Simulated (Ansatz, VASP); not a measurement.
## Bi2Te2O: VASP beside Ansatz

The input INCAR:

```
PREC = Accurate ; ENCUT = 600
EDIFF = 1E-6 ; ISMEAR = 0
SIGMA = 0.15 ; LREAL = F
LASPH = T ; NELM = 100
ALGO = Normal ; ISIF = 3
LWAVE = F ; LCHARG = F
GGA = PE ; IBRION = 2
NSW = 36 ; EDIFFG = -0.08
```

KPOINTS

```
Automatic mesh
0
Gamma
  3 3 3
```

Contents of POSCAR:

```
Bi2Te2O
1.0
    2.0500000000      1.1835680500      9.1666666700
   -2.0500000000      1.1835680500      9.1666666700
    0.0000000000     -2.3671361000      9.1666666700
Bi Te O
2 2 1
Direct
    0.6230000000      0.6230000000      0.6230000000
    0.3770000000      0.3770000000      0.3770000000
    0.7840000000      0.7840000000      0.7840000000
    0.2160000000      0.2160000000      0.2160000000
    0.0000000000      0.0000000000      0.0000000000
```

Input for Ansatz:

```yaml
crystal:
  lattice:
    - [2.05, 1.18356805, 9.16666667]
    - [-2.05, 1.18356805, 9.16666667]
    - [0.0, -2.3671361, 9.16666667]
  atoms:
    - { symbol: Bi, position: [0.623, 0.623, 0.623] }
    - { symbol: Bi, position: [0.377, 0.377, 0.377] }
    - { symbol: Te, position: [0.784, 0.784, 0.784] }
    - { symbol: Te, position: [0.216, 0.216, 0.216] }
    - { symbol: O, position: [0.0, 0.0, 0.0] }
basis:
  ecutwfc: 420
kpoints:
  mp_grid: { grid: [3, 3, 3] }
hamiltonian:
  xc: pbe
scf:
  occupations: { method: gaussian, width: 0.15 }
  lower_state_search: "off"
output:
  forces: true
  stress: true
  eigenvalues: true
relax:
  adjacent_minimum: "off"
  f_tol: 0.08
  max_steps: 16
  cell: { stress_tol: 0.8 }
```

Alike in both runs: task relaxation of cell and atoms; functional PBE; k mesh 3 × 3 × 3; occupations gaussian, width 0.15 eV; no spin polarisation.

|  | VASP | Ansatz |
| --- | --- | --- |
| version | VASP 6.6.1 | Ansatz 0.2.0 |
| potentials or method | VASP PAW PBE potentials, release 64 (Bi_d, Te, O), cutoff 600 eV | scalar-relativistic, plane waves, PAW |
| valence electrons in the cell | 48 | 68 |

```csv
,VASP,Ansatz,Ansatz less VASP
"gap on the k mesh at the Fermi level, each at its own relaxed structure (eV)",0.19,0.12,-0.071
relaxed volume (Å³/atom),27.68,27.75,+0.069
relaxed length of the cell vector where the two differ most in proportion (Å),9.291,9.348,+0.0567
```

VASP's potentials hold 48 valence electrons a cell and Ansatz's 68, so a difference there can come from the potentials and not from the codes.

The k mesh is coarse, so the values compare programs but aren't converged. Spin-orbit coupling is off throughout.
